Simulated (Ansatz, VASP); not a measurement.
This is a calculation of TaN for Ansatz 0.2.0.

Contents of input.yaml:

```yaml
crystal:
  lattice:
    - [0.0, 2.211323, 2.211323]
    - [2.211323, 0.0, 2.211323]
    - [2.211323, 2.211323, 0.0]
  atoms:
    - { symbol: Ta, position: [0.5, 0.5, 0.5] }
    - { symbol: "N", position: [0.0, 0.0, 0.0] }
hamiltonian:
  xc: rpbe
  pseudopotentials: { kind: paw }
kpoints:
  mp_grid: { grid: [10, 10, 10] }
scf:
  occupations: { method: fermi_dirac, width: 0.05 }
output:
  forces: true
  stress: true
relax:
  f_tol: 0.01
  max_steps: 40
  cell: { stress_tol: 0.05 }
```

Potentials or basis: Ansatz PAW.

The run is started by

```console
$ ansatz run input.yaml --threads 2 --pin off --max-ram 5632MiB --backend cpu --events-out ev --progress --plain --runs-dir out
```

Q: Translate it to VASP 6.6.1. Potentials there: VASP PAW PBE potentials, release 64 (Ta_pv, N).

A: As run (the cutoff follows the program's own potentials):

File INCAR:

```
SYSTEM = TaN
PREC = Accurate ; ENCUT = 600
EDIFF = 1E-6 ; ISMEAR = -1
SIGMA = 0.05 ; LREAL = .FALSE.
LASPH = .TRUE. ; NELM = 80
ALGO = Normal ; ISIF = 3
LWAVE = .FALSE. ; LCHARG = .FALSE.
GGA = RP ; IBRION = 2
NSW = 60 ; EDIFFG = -0.01
```

KPOINTS

```
Automatic mesh
0
G
  10 10 10
  0 0 0
```

File POSCAR:

```
TaN
1.0
    0.0000000000      2.2113230000      2.2113230000
    2.2113230000      0.0000000000      2.2113230000
    2.2113230000      2.2113230000      0.0000000000
Ta N
1 1
Direct
    0.5000000000      0.5000000000      0.5000000000
    0.0000000000      0.0000000000      0.0000000000
```

Potentials or basis: VASP PAW PBE potentials, release 64 (Ta_pv, N).

The run is started by

```sh
$ cat potpaw_PBE.64/Ta_pv/POTCAR potpaw_PBE.64/N/POTCAR > POTCAR
$ mpirun -np 1 vasp_std > vasp.out
```

Both were run:

|  | VASP | Ansatz | Ansatz less VASP |
| --- | --- | --- | --- |
| relaxed volume (Å³/atom) | 10.95 | 10.92 | -0.025 |
| relaxed cell length with the largest relative difference (Å) | 3.140 | 3.138 | -0.0023 |

VASP's potentials were made for PBE, not for RPBE. VASP's potentials hold 16 valence electrons a cell and Ansatz's 18, so a difference there can come from the potentials and not from the codes.

Neither program's run includes spin-orbit coupling. Noted on Ansatz's run: the plane-wave basis is chosen anew once the cell has moved, so the energies of steps on either side of that aren't comparable.
